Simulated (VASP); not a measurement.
C: electric field gradients with r2SCAN

Crystal: C.

```
CELL_PARAMETERS angstrom
0.00000 1.78340 1.78340
1.78340 0.00000 1.78340
1.78340 1.78340 0.00000
ATOMIC_POSITIONS crystal
C 0.50000 0.50000 0.50000
C 0.75000 0.75000 0.75000
```

| Quantity | Value |
| --- | --- |
| Program | VASP 6.6.1 |
| Task | electric field gradients |
| Functional | r2SCAN |
| Potentials or basis | VASP PAW PBE potentials, release 64 (C) |
| Cutoff | 520 eV |
| k mesh | 20 × 20 × 20 |
| Occupations | fermi-dirac, width 0.08 eV |
| Spin | no spin polarisation |
| Dipole correction | no |
| Further INCAR settings | ALGO = Normal; EDIFF = 1e-08; NBANDS = 11 |

- Pressure: -1.4 GPa
- Band gap on the k mesh: 4.32 eV (least direct gap 5.84 eV)
- Largest electric field gradient by atom: zero within the noise of the run

Levels at points of the mesh, in eV from the valence-band top:
| k point | band 2 | band 3 | band 4 | band 5 | band 6 | band 7 |
| --- | --- | --- | --- | --- | --- | --- |
| (0.00, 0.00, 0.00) | 0.00 | 0.00 | 0.00 | 5.84 | 5.84 | 5.84 |
| (0.50, 0.00, 0.00) | -14.04 | -2.98 | -2.98 | 8.88 | 8.88 | 9.13 |
| (0.50, 0.50, 0.00) | -13.59 | -6.66 | -6.66 | 5.00 | 5.00 | 17.87 |

Run time: 3.6 min on 1 thread of Intel Xeon 8259CL, with other jobs on the host, peak memory 0.14 GiB.

Caveat: the PAW data sets were made with another functional, which shifts forces and pressure a little. r2SCAN opens gaps a little over a GGA but as a rule still falls short of measured ones.
